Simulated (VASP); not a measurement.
# CuI (P4/nmm) in VASP: further runs, part 2 of 2

VASP 6.6.1.

## Step 4: Single point, PBEsol

This run uses another cell than the first one, of 25.97 Å³/atom.

Contents of INCAR:

```
ALGO = Normal ; EDIFF = 1E-6
ENCUT = 600 ; GGA = PS
GGA_COMPAT = F ; ISIF = 2
ISMEAR = 0 ; LASPH = T
LCHARG = F ; LREAL = F
LWAVE = F ; NBANDS = 26
NELM = 120 ; PREC = Accurate
SIGMA = 0.01
```

Contents of KPOINTS:

```
k-points
0
Gamma
  6 6 4
```

Contents of POSCAR:

```
CuI
1.0
    4.0056276822      0.0000000000      0.0000000000
    0.0000000000      4.0056276822      0.0000000000
    0.0000000000      0.0000000000      6.4736384715
Cu I
2 2
Direct
    0.0000000000      0.0000000000      0.0000000000
    0.5000000000      0.5000000000      0.0000000000
    0.0000000000      0.5000000000      0.2614620756
    0.5000000000      0.0000000000      0.7385379244
```

Potentials or basis: VASP PAW PBE potentials, release 64 (Cu, I).

The run is started by

```sh
cat potpaw_PBE.64/Cu/POTCAR potpaw_PBE.64/I/POTCAR > POTCAR
mpirun -np 1 vasp_std > vasp.out
```

OUTCAR:

```text
EDIFF = 1E-6
   ENCUT = 600
   GGA = PS
   ISIF = 2
   ISMEAR = 0
   LASPH = T
   LREAL = F
   NELM = 120
   PREC = Accurate

 ion  position               nearest neighbor table
   1  0.000  0.000  0.000-   3 2.62   4 2.62   3 2.62   4 2.62
   2  0.500  0.500  0.000-   3 2.62   4 2.62   4 2.62   3 2.62
   3  0.000  0.500  0.261-   1 2.62   2 2.62   1 2.62   2 2.62
   4  0.500  0.000  0.739-   1 2.62   2 2.62   2 2.62   1 2.62

  LATTYP: Found a simple tetragonal cell.
 ALAT       =     4.0056276822
 C/A-ratio  =     1.6161358431

  Lattice vectors:

 A1 = (   4.0056276822,   0.0000000000,   0.0000000000)
 A2 = (   0.0000000000,   4.0056276822,   0.0000000000)
 A3 = (   0.0000000000,   0.0000000000,   6.4736384715)

Analysis of symmetry for initial positions (statically):
=====================================================================
 Subroutine PRICEL returns:
[... 173 lines left out ...]
  free energy    TOTEN  =       -12.64408560 eV

  energy without entropy =      -12.64408560  energy(sigma->0) =      -12.64408560

 E-fermi :   4.9763     XC(G=0):  -9.4367

 val. band max:        4.8766301353   @ k =   0.0000   0.0000   0.0000
 cond. band min:       6.4090337805   @ k =   0.0000   0.0000   0.0000
 fundamental gap:      1.5324036452
 Fermi energy:         4.9763406029

 k-point     1 :       0.0000    0.0000    0.0000
  band No.  band energies     occupation
      1      -9.2963      2.00000
      2      -8.5242      2.00000
      3      -1.2647      2.00000
      4       0.8861      2.00000
      5       1.1229      2.00000
      6       1.1229      2.00000
[... 685 lines left out ...]
     25      12.7707      0.00000
     26      12.7707      0.00000

 [... further k-points ...]

------------------------ aborting loop because EDIFF is reached ----------------------------------------

  FORCE on cell =-STRESS in cart. coord.  units (eV):
  Direction    XX          YY          ZZ          XY          YZ          ZX
  --------------------------------------------------------------------------------------
  -------------------------------------------------------------------------------------
  Total        0.1206793      0.1206793      0.0971334      0.0000000      0.0000000      0.0000000
  in kB        1.8614596      1.8614596      1.4982677      0.0000000      0.0000000      0.0000000
  external PRESSURE =       1.7403956 kB  Pullay stress =       0.0000000 kB

 VOLUME and BASIS-vectors are now :
 -----------------------------------------------------------------------------
  energy-cutoff  :      600.00
  volume of cell :      103.87
      direct lattice vectors                 reciprocal lattice vectors
     4.005627682  0.000000000  0.000000000     0.249648764  0.000000000  0.000000000
     0.000000000  4.005627682  0.000000000     0.000000000  0.249648764  0.000000000
     0.000000000  0.000000000  6.473638472     0.000000000  0.000000000  0.154472636

 POSITION                                       TOTAL-FORCE (eV/Angst)
 -----------------------------------------------------------------------------------
      0.00000      0.00000      0.00000         0.000000     -0.000000      0.000000
      2.00281      2.00281      0.00000        -0.000000      0.000000      0.000000
      0.00000      2.00281      1.69261         0.000000      0.000000      0.022626
      2.00281      0.00000      4.78103         0.000000     -0.000000     -0.022626
 -----------------------------------------------------------------------------------
    total drift:                                0.000000     -0.000000     -0.000000

  FREE ENERGIE OF THE ION-ELECTRON SYSTEM (eV)
  ---------------------------------------------------
  free  energy   TOTEN  =       -12.6440856004 eV

  energy  without entropy=      -12.6440856004  energy(sigma->0) =      -12.64408560
```

OSZICAR:

```text
N       E                     dE             d eps       ncg     rms          rms(c)
DAV:   1     0.289321921081E+03    0.28932E+03   -0.16446E+04  1568   0.170E+03
DAV:   2     0.168732325137E+02   -0.27245E+03   -0.25945E+03  1566   0.337E+02
DAV:   3    -0.119272020439E+02   -0.28800E+02   -0.28038E+02  2030   0.132E+02
DAV:   4    -0.134355333072E+02   -0.15083E+01   -0.15024E+01  2068   0.264E+01
DAV:   5    -0.135111753601E+02   -0.75642E-01   -0.75633E-01  2470   0.570E+00    0.107E+01
DAV:   6    -0.132604082043E+02    0.25077E+00   -0.12385E+01  1860   0.801E+01    0.708E+00
DAV:   7    -0.126453715354E+02    0.61504E+00   -0.30620E+00  1916   0.525E+01    0.339E+00
DAV:   8    -0.126645800388E+02   -0.19209E-01   -0.31514E-01  2502   0.818E+00    0.103E+00
DAV:   9    -0.126438076252E+02    0.20772E-01   -0.96385E-02  2146   0.767E+00    0.535E-01
DAV:  10    -0.126448361854E+02   -0.10286E-02   -0.59791E-03  2390   0.138E+00    0.365E-01
DAV:  11    -0.126440325162E+02    0.80367E-03   -0.31400E-03  2082   0.151E+00    0.119E-01
DAV:  12    -0.126440765878E+02   -0.44072E-04   -0.59903E-04  1752   0.146E-01    0.239E-02
DAV:  13    -0.126440815610E+02   -0.49732E-05   -0.20881E-05  2210   0.346E-02    0.136E-02
DAV:  14    -0.126440852411E+02   -0.36801E-05   -0.82303E-06  1742   0.300E-02    0.180E-02
DAV:  15    -0.126440856004E+02   -0.35930E-06   -0.64884E-07  1258   0.158E-02
   1 F= -.12644086E+02 E0= -.12644086E+02  d E =-.519715E-47
```

Run time: 39 s. Hardware: 1 thread of Intel Xeon 6975P-C (Granite Rapids), shared host; peak memory 0.27 GiB.

What came out:

* Free energy: -12.6441 eV
* Pressure: 0.2 GPa
* Largest force: 0.023 eV/Å
* Band gap on the k mesh: 1.53 eV

Forces on the atoms (eV/Å):
```
Cu   0.000  0.000  0.000
Cu   0.000  0.000  0.000
I    0.000  0.000  0.023
I    0.000  0.000 -0.023
```

Caveat: the PAW data sets were made with another functional, which shifts forces and pressure a little; spin-orbit coupling is left out, which moves the levels of the heavy elements; this functional lacks dispersion, which binds the layers, so the pressure and a relaxed spacing across them are unreliable.
